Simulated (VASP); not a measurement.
# SiNi (Pnma) in VASP: a series of runs

SiNi is run at these levels: PBEsol; tasks: single point.

Program: VASP 6.6.1. These are calculated values, not measurements. Logs are shortened: lines on timing, memory, paths and dates and some standing lists are left out, and cuts for length are marked.

## (1) The cell of the first run

Symmetry: Pnma, No. 62, orthorhombic system. The conventional cell has a = 5.240 Å, b = 3.459 Å, c = 5.528 Å, α = 90.00°, β = 90.00°, γ = 90.00°. Si (site symmetry m) has 6 Ni at 2.30 to 2.44 Å and 2 Si at 2.72 Å within 3.0 Å. Ni (site symmetry m) has 6 Si at 2.30 to 2.44 Å and 4 Ni at 2.70 to 2.71 Å within 3.0 Å.

## (2) Single point, PBEsol (strain +0.030 along x and y, +0.000 along z)

Input file INCAR:

```
SYSTEM = SiNi
PREC = Accurate
ENCUT = 520
EDIFF = 1E-6
ISMEAR = 0
SIGMA = 0.15
LREAL = .FALSE.
LASPH = .TRUE.
NELM = 60
ALGO = Normal
ISIF = 2
LWAVE = .FALSE.
LCHARG = .TRUE.
GGA = PS
LELF = .TRUE.
LVHAR = .TRUE.
NBANDS = 38
```

Input file KPOINTS:

```
regular mesh
0
G
  8 12 8
  0 0 0
```

Input file POSCAR:

```
SiNi
1.0
    5.2404631505      0.0000000000      0.0000000000
    0.0000000000      3.4585046856      0.0000000000
    0.0000000000      0.0000000000      5.5278300970
Si Ni
4 4
Direct
    0.3214276689      0.7500000000      0.0865554891
    0.1785723311      0.2500000000      0.5865554891
    0.8214276689      0.7500000000      0.4134445109
    0.6785723311      0.2500000000      0.9134445109
    0.0093007299      0.2500000000      0.1873863599
    0.4906992701      0.7500000000      0.6873863599
    0.5093007299      0.2500000000      0.3126136401
    0.9906992701      0.7500000000      0.8126136401
```

Potentials or basis: VASP PAW PBE potentials, release 64 (Si, Ni).

Run with:

```console
cat potpaw_PBE.64/Si/POTCAR potpaw_PBE.64/Ni/POTCAR > POTCAR
mpirun -np 1 vasp_std > vasp.out
```

OUTCAR:

```text
SYSTEM = SiNi
   PREC = Accurate
   ENCUT = 520
   EDIFF = 1E-6
   ISMEAR = 0
   LREAL = .FALSE.
   LASPH = .TRUE.
   NELM = 60
   ISIF = 2
   GGA = PS

 ion  position               nearest neighbor table
   1  0.321  0.750  0.087-   8 2.30   7 2.35   7 2.35   6 2.38   5 2.44   5 2.44   4 2.72   4 2.72

   2  0.179  0.250  0.587-   7 2.30   8 2.35   8 2.35   5 2.38   6 2.44   6 2.44   3 2.72   3 2.72

   3  0.821  0.750  0.413-   6 2.30   5 2.35   5 2.35   8 2.38   7 2.44   7 2.44   2 2.72   2 2.72

   4  0.679  0.250  0.913-   5 2.30   6 2.35   6 2.35   7 2.38   8 2.44   8 2.44   1 2.72   1 2.72

   5  0.009  0.250  0.187-   4 2.30   3 2.35   3 2.35   2 2.38   1 2.44   1 2.44   8 2.70   8 2.70
                             7 2.71   7 2.71
   6  0.491  0.750  0.687-   3 2.30   4 2.35   4 2.35   1 2.38   2 2.44   2 2.44   7 2.70   7 2.70
                             8 2.71   8 2.71
   7  0.509  0.250  0.313-   2 2.30   1 2.35   1 2.35   4 2.38   3 2.44   3 2.44   6 2.70   6 2.70
                             5 2.71   5 2.71
   8  0.991  0.750  0.813-   1 2.30   2 2.35   2 2.35   3 2.38   4 2.44   4 2.44   5 2.70   5 2.70
                             6 2.71   6 2.71

  LATTYP: Found a simple orthorhombic cell.
 ALAT       =     3.4585046856
 B/A-ratio  =     1.5152395694
 C/A-ratio  =     1.5983295093

  Lattice vectors:

 A1 = (   0.0000000000,  -3.4585046856,   0.0000000000)
 A2 = (   5.2404631505,   0.0000000000,   0.0000000000)
 A3 = (   0.0000000000,   0.0000000000,   5.5278300970)

Analysis of symmetry for initial positions (statically):
=====================================================================
 Subroutine PRICEL returns:
 Original cell was already a primitive cell.

 Routine SETGRP: Setting up the symmetry group for a
 simple orthorhombic supercell.

 Subroutine GETGRP returns: Found  8 space group operations
 (whereof  2 operations were pure point group operations)
 out of a pool of  8 trial point group operations.

The static configuration has the point symmetry S_2 .
 The point group associated with its full space group is D_2h.

Analysis of symmetry for dynamics (positions and initial velocities):
=====================================================================
 Subroutine PRICEL returns:
 Original cell was already a primitive cell.

 Routine SETGRP: Setting up the symmetry group for a
 simple orthorhombic supercell.

 Subroutine GETGRP returns: Found  8 space group operations
 (whereof  2 operations were pure point group operations)
 out of a pool of  8 trial point group operations.

The dynamic configuration has the point symmetry S_2 .
 The point group associated with its full space group is D_2h.

 Subroutine INISYM returns: Found  8 space group operations
 (whereof  2 operations are pure point group operations),
 and found     1 'primitive' translations

----------------------------------------------------------------------------------------

                                     Primitive cell

  volume of cell :     100.1873

  direct lattice vectors                    reciprocal lattice vectors
     5.240463151  0.000000000  0.000000000     0.190822828  0.000000000  0.000000000
     0.000000000  3.458504686  0.000000000     0.000000000  0.289142300  0.000000000
     0.000000000  0.000000000  5.527830097     0.000000000  0.000000000  0.180902810

  length of vectors
     5.240463151  3.458504686  5.527830097     0.190822828  0.289142300  0.180902810

  position of ions in fractional coordinates (direct lattice)
     0.321427669  0.750000000  0.086555489
     0.178572331  0.250000000  0.586555489
     0.821427669  0.750000000  0.413444511
     0.678572331  0.250000000  0.913444511
     0.009300730  0.250000000  0.187386360
     0.490699270  0.750000000  0.687386360
     0.509300730  0.250000000  0.312613640
     0.990699270  0.750000000  0.812613640

  ion indices of the primitive-cell ions
   primitive index   ion index
                 1           1
                 2           2
                 3           3
                 4           4
                 5           5
                 6           6
                 7           7
                 8           8

----------------------------------------------------------------------------------------

 KPOINTS: regular mesh

Automatic generation of k-mesh.
 Grid dimensions read from file:
 generate k-points for:    8   12    8

 Generating k-lattice:

  Cartesian coordinates                     Fractional coordinates (reciprocal lattice)
     0.023852854  0.000000000  0.000000000     0.125000000  0.000000000  0.000000000
     0.000000000  0.024095192  0.000000000     0.000000000  0.083333333  0.000000000
     0.000000000  0.000000000  0.022612851     0.000000000  0.000000000  0.125000000

  Length of vectors
     0.023852854  0.024095192  0.022612851

  Shift w.r.t. Gamma in fractional coordinates (k-lattice)
     0.000000000  0.000000000  0.000000000

 Subroutine IBZKPT returns following result:
 ===========================================

 Found    175 irreducible k-points:

 Following reciprocal coordinates:
            Coordinates               Weight
  0.000000  0.000000  0.000000      1.000000
  0.125000  0.000000  0.000000      2.000000
  0.250000  0.000000  0.000000      2.000000
  0.375000  0.000000  0.000000      2.000000
  0.500000  0.000000  0.000000      1.000000
  0.000000  0.083333  0.000000      2.000000
[... 16 lines left out ...]
  0.250000  0.333333  0.000000      4.000000
  0.375000  0.333333  0.000000      4.000000
 [... further k-points ...]
   k-points           NKPTS =    175   k-points in BZ     NKDIM =    175   number of bands    NBANDS=     38
   number of dos      NEDOS =    301   number of ions     NIONS =      8
   total plane-waves  NPLWV =  47040
   dimension x,y,z NGX =    40 NGY =   28 NGZ =   42
   dimension x,y,z NGXF=    80 NGYF=   56 NGZF=   84
   ions per type =               4   4
   NGX,Y,Z   is equivalent  to a cutoff of  12.69, 13.46, 12.63 a.u.
   NGXF,Y,Z  is equivalent  to a cutoff of  25.38, 26.92, 25.26 a.u.
 SYSTEM =  SiNi
   PREC   = accura    normal or accurate (medium, high low for compatibility)
   ISTART =      0    job   : 0-new  1-cont  2-samecut
   ICHARG =      2    charge: 1-file 2-atom 10-const
   ISPIN  =      1    spin polarized calculation?
   LNONCOLLINEAR =      F non collinear calculations
   LSORBIT =      F    spin-orbit coupling
   LASPH  =      T    aspherical Exc in radial PAW
   ENCUT  =  520.0 eV  38.22 Ry    6.18 a.u.   9.74  6.43 10.28*2*pi/ulx,y,z
   NELM   =     60;   NELMIN=  2; NELMDL= -5     # of ELM steps
   EDIFF  = 0.1E-05   stopping-criterion for ELM
   LREAL  =      F    real-space projection
   EDIFFG = 0.1E-04   stopping-criterion for IOM
   NSW    =      0    number of steps for IOM
   IBRION =     -1    ionic relax: 0-MD 1-quasi-New 2-CG
   NFREE  =      0    steps in history (QN), initial steepest desc. (CG)
   ISIF   =      2    stress and relaxation
   ISYM   =      2    0-nonsym 1-usesym 2-fastsym
   POTIM  = 0.5000    time-step for ionic-motion
   TEBEG  =    0.0;   TEEND  =   0.0 temperature during run
   PSTRESS=    0.0 pullay stress
   NELECT =      56.0000    total number of electrons
   NUPDOWN=      -1.0000    fix difference up-down
   EMIN   =  10.00;   EMAX   =-10.00  energy-range for DOS
   EFERMI =   0.00;   METHOD = LEGACY
   ISMEAR =     0;   SIGMA  =   0.15  broadening in eV -4-tet -1-fermi 0-gaus
   EFERMI_NEDOS =   21; number of points for ismear=-14 and -15
   IALGO  =     38    algorithm
   IMIX   =      4    mixing-type and parameters
     AMIX     =   0.40;   BMIX     =  1.00
     AMIX_MAG =   1.60;   BMIX_MAG =  1.00
  volume/ion in A,a.u.               =      12.52        84.51
  Fermi-wavevector in a.u.,A,eV,Ry     =   1.348549  2.548387 24.743328  1.818583
  Thomas-Fermi vector in A             =   2.476208
   LORBIT       =      0    0 simple, 1 ext, 2 COOP (PROOUT), +10 PAW based schemes
   GGA     = PS    functional components
   LHFCALC =     F    Hartree Fock is set to
   AEXX    =    0.0000 exact exchange contribution
   IVDW    =     0    specifies the selected vdW correction
   LEPSILON=     F    determine dielectric tensor
   LRPA    =     F    only Hartree local field effects (RPA)
 non-spin polarized calculation
 Gauss-broadening in eV      SIGMA  =   0.15
  energy-cutoff  :      520.00
  volume of cell :      100.19
 maximum number of plane-waves:      2722
 NGX is ok and might be reduce to    40
   NGX = 19   NGY = 13   NGZ = 21

 number of electron      55.9999990 magnetization

 Free energy of the ion-electron system (eV)
  ---------------------------------------------------
  ext. energy  EPLUGINS =         0.00000000
  ---------------------------------------------------
  free energy    TOTEN  =       -52.06268395 eV

  energy without entropy =      -52.03792720  energy(sigma->0) =      -52.05030558

 E-fermi :   9.8197     XC(G=0): -12.1647

 val. band max:        9.8167893441   @ k =   0.3750   0.0833   0.0000
 cond. band min:       9.8221291753   @ k =   0.1250   0.5000   0.2500
 fundamental gap:      0.0053398312
 Fermi energy:         9.8197206652

 k-point     1 :       0.0000    0.0000    0.0000
  band No.  band energies     occupation
      1      -2.8567      2.00000
      2       0.5939      2.00000
      3       1.7935      2.00000
      4       2.1260      2.00000
      5       3.5339      2.00000
      6       4.0109      2.00000
[... 30 lines left out ...]
     37      15.5802      0.00000
     38      16.1716      0.00000

 k-point     2 :       0.1250    0.0000    0.0000
  band No.  band energies     occupation
      1      -2.7751      2.00000
      2       0.3721      2.00000
      3       1.8485      2.00000
      4       1.9292      2.00000
      5       3.9124      2.00000
      6       4.0344      2.00000
[... 30 lines left out ...]
     37      15.6741      0.00000
     38      15.7872      0.00000

 k-point     3 :       0.2500    0.0000    0.0000
  band No.  band energies     occupation
      1      -2.5323      2.00000
      2      -0.2239      2.00000
      3       1.8481      2.00000
      4       1.9918      2.00000
      5       3.6856      2.00000
      6       4.6132      2.00000
[... 30 lines left out ...]
     37      15.0818      0.00000
     38      15.8366      0.00000

 k-point     4 :       0.3750    0.0000    0.0000
  band No.  band energies     occupation
      1      -2.1342      2.00000
      2      -0.9356      2.00000
      3       1.9620      2.00000
      4       2.1322      2.00000
      5       3.5196      2.00000
      6       4.0817      2.00000
[... 30 lines left out ...]
     37      15.1444      0.00000
     38      15.9131      0.00000
[... 703 lines left out ...]
      4       2.5188      2.00000
      5       3.7958      2.00000
      6       4.4821      2.00000
[... 30 lines left out ...]
     37      14.6221      0.00000
     38      15.8177      0.00000

 k-point    23 :       0.2500    0.3333    0.0000
  band No.  band energies     occupation
      1      -1.2205      2.00000
      2       0.8766      2.00000
      3       1.9584      2.00000
      4       2.4478      2.00000
      5       4.0504      2.00000
      6       4.3477      2.00000
[... 30 lines left out ...]
     37      15.4098      0.00000
     38      16.7114      0.00000

 k-point    24 :       0.3750    0.3333    0.0000
  band No.  band energies     occupation
      1      -0.8493      2.00000
      2       0.2466      2.00000
      3       2.1215      2.00000
      4       2.3949      2.00000
      5       4.1901      2.00000
      6       4.3764      2.00000
[... 30 lines left out ...]
     37      15.4032      0.00000
     38      16.4006      0.00000

 [... further k-points ...]

------------------------ aborting loop because EDIFF is reached ----------------------------------------

  FORCE on cell =-STRESS in cart. coord.  units (eV):
  Direction    XX          YY          ZZ          XY          YZ          ZX
  --------------------------------------------------------------------------------------
  -------------------------------------------------------------------------------------
  Total       -7.2685474     -7.0237430     -4.1428757     -0.0000000      0.0000000      0.0000000
  in kB     -116.2372922   -112.3224238    -66.2521170     -0.0000000      0.0000000      0.0000000
  external PRESSURE =     -98.2706110 kB  Pullay stress =       0.0000000 kB

 VOLUME and BASIS-vectors are now :
 -----------------------------------------------------------------------------
  energy-cutoff  :      520.00
  volume of cell :      100.19
      direct lattice vectors                 reciprocal lattice vectors
     5.240463151  0.000000000  0.000000000     0.190822828  0.000000000  0.000000000
     0.000000000  3.458504686  0.000000000     0.000000000  0.289142300  0.000000000
     0.000000000  0.000000000  5.527830097     0.000000000  0.000000000  0.180902810

 POSITION                                       TOTAL-FORCE (eV/Angst)
 -----------------------------------------------------------------------------------
      1.68443      2.59388      0.47846        -0.069382      0.000000      0.092108
      0.93580      0.86463      3.24238         0.069382      0.000000      0.092108
      4.30466      2.59388      2.28545        -0.069382     -0.000000     -0.092108
      3.55603      0.86463      5.04937         0.069382      0.000000     -0.092108
      0.04874      0.86463      1.03584        -0.061355     -0.000000      0.039947
      2.57149      2.59388      3.79976         0.061355      0.000000      0.039947
      2.66897      0.86463      1.72808        -0.061355      0.000000     -0.039947
      5.19172      2.59388      4.49199         0.061355      0.000000     -0.039947
 -----------------------------------------------------------------------------------
    total drift:                               -0.000000      0.000000      0.000000

  FREE ENERGIE OF THE ION-ELECTRON SYSTEM (eV)
  ---------------------------------------------------
  free  energy   TOTEN  =       -52.0626839533 eV

  energy  without entropy=      -52.0379271988  energy(sigma->0) =      -52.05030558
```

Wall time 8.5 min (1 thread of Intel Xeon Platinum 8259CL at 2.50GHz (Skylake/Cascade Lake), shared host); peak memory 0.57 GiB.

Results:

```yaml
Free_energy: -52.0627 eV
Pressure: -9.8 GPa
Largest_force: 0.115 eV/Å
Band_gap_on_the_k_mesh: zero (bands 28 and 29 overlap by 1.65 eV)
```

Forces in eV/Å, atoms in the order of the input:
```
Si  -0.069  0.000  0.092
Si   0.069  0.000  0.092
Si  -0.069  0.000 -0.092
Si   0.069  0.000 -0.092
Ni  -0.061  0.000  0.040
Ni   0.061  0.000  0.040
Ni  -0.061  0.000 -0.040
Ni   0.061  0.000 -0.040
```

Caveat: the cell differs from its parent crystal (strain +0.030 along x and y, +0.000 along z); the cell stands under tension; the PAW data sets were made with another functional, which shifts forces and pressure a little.

## (3) Single point, PBEsol (strain +0.030 along x and y, +0.030 along z)

Input file INCAR:

```
SYSTEM = SiNi
ALGO = Normal
EDIFF = 1E-6
ENCUT = 520
GGA = PS
ISIF = 2
ISMEAR = 0
LASPH = .TRUE.
LCHARG = .FALSE.
LREAL = .FALSE.
LWAVE = .FALSE.
NBANDS = 38
NELM = 80
PREC = Accurate
SIGMA = 0.15
```

Input file KPOINTS:

```
k-points
0
G
  8 12 8
  0 0 0
```

POSCAR, as its differences from that of step 2:

```diff
@@ -4,3 +4,3 @@
     0.0000000000      3.4585046856      0.0000000000
-    0.0000000000      0.0000000000      5.5278300970
+    0.0000000000      0.0000000000      5.6936649999
 Si Ni
```

Potentials or basis: VASP PAW PBE potentials, release 64 (Si, Ni).

Run with:

```console
cat potpaw_PBE.64/Si/POTCAR potpaw_PBE.64/Ni/POTCAR > POTCAR
mpirun -np 1 vasp_std > vasp.out
```

Wall time 8.6 min (1 thread of Intel Xeon Platinum 8259CL at 2.50GHz (Skylake/Cascade Lake), shared host); peak memory 0.58 GiB.

It converged, with:

- Free energy: -51.8710 eV
- Pressure: -13.9 GPa
- Largest force: 0.205 eV/Å
- Band gap on the k mesh: zero (bands 28 and 29 overlap by 1.71 eV)

Forces in eV/Å, atoms in the order of the input:
```
Si  -0.126  0.000 -0.066
Si   0.126  0.000 -0.066
Si  -0.126  0.000  0.066
Si   0.126  0.000  0.066
Ni  -0.120  0.000  0.167
Ni   0.120  0.000  0.167
Ni  -0.120  0.000 -0.167
Ni   0.120  0.000 -0.167
```

Stress tensor (GPa, compression positive):
```
-14.06   0.00   0.00
  0.00 -13.84   0.00
  0.00   0.00 -13.66
```

Levels at points of the mesh, in eV from the Fermi level:
```
           k point  band 26  band 27  band 28  band 29  band 30  band 31
(0.00, 0.00, 0.00)    -1.14    -1.04    -0.84     0.60     1.09     3.17
(0.50, 0.00, 0.00)    -1.66     0.98     0.98     1.00     1.00     3.28
(0.00, 0.50, 0.00)    -1.75    -1.25    -1.25    -0.56    -0.56     1.91
(0.50, 0.50, 0.00)    -1.54    -1.54    -1.54     0.40     0.40     0.40
(0.00, 0.00, 0.50)    -1.27    -0.20    -0.20     0.83     0.83     2.95
(0.50, 0.00, 0.50)    -0.90     0.76     0.76     2.16     2.16     2.56
(0.00, 0.50, 0.50)    -1.81    -1.54    -1.54     0.19     0.19     1.08
(0.50, 0.50, 0.50)    -1.72    -1.72    -1.72     2.45     2.45     2.45
```

Caveat: the cell differs from its parent crystal (strain +0.030 along x and y, +0.030 along z); the cell stands under tension; the PAW data sets were made with another functional, which shifts forces and pressure a little. Spin polarisation is off, so any magnetic state and its effect on volume and gap are missing.

The gap in the log of VASP goes by the Fermi energy; the results here count the filled bands.